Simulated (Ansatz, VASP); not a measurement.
**Two plane-wave programs on InRu2**

```
In Ru
1.0
     2.53773    0.00000    0.00000
    -1.26886    2.19774    0.00000
     0.00000    0.00000   12.49112
In Ru
1 2
Direct
  0.00000 0.00000 0.00000
  0.33333 0.66667 0.89786
  0.33333 0.66667 0.10214
```

Change from the starting cell: species swapped into the Te2Mo type (P-6m2, No. 187).

Alike in both runs: task single point; functional PBE; k mesh 6 × 6 × 2; occupations gaussian, width 0.1 eV; no spin polarisation.

|  | VASP | Ansatz |
| --- | --- | --- |
| version | VASP 6.6.1 | Ansatz 0.2.0 |
| potentials or method | VASP PAW PBE potentials, release 64 (In_d, Ru_sv), cutoff 600 eV | scalar-relativistic, plane waves, PAW |
| valence electrons in the cell | 45 | 45 |

```csv
,VASP,Ansatz,Ansatz less VASP
gap on the k mesh at the Fermi level (eV),none,none,-
rms of the force components (eV/Å),21.883,21.966,+0.0833
```

Atom by atom the forces differ by 0.083 eV/Å (rms over components). A gap of «none» marks a metal or a gap that the smearing closes. With one functional, cell and mesh, what is left measures potentials, basis and numerics.

The k mesh is coarse, so the values compare programs but aren't converged. Noted on VASP's run: the cell as given lies far from equilibrium.
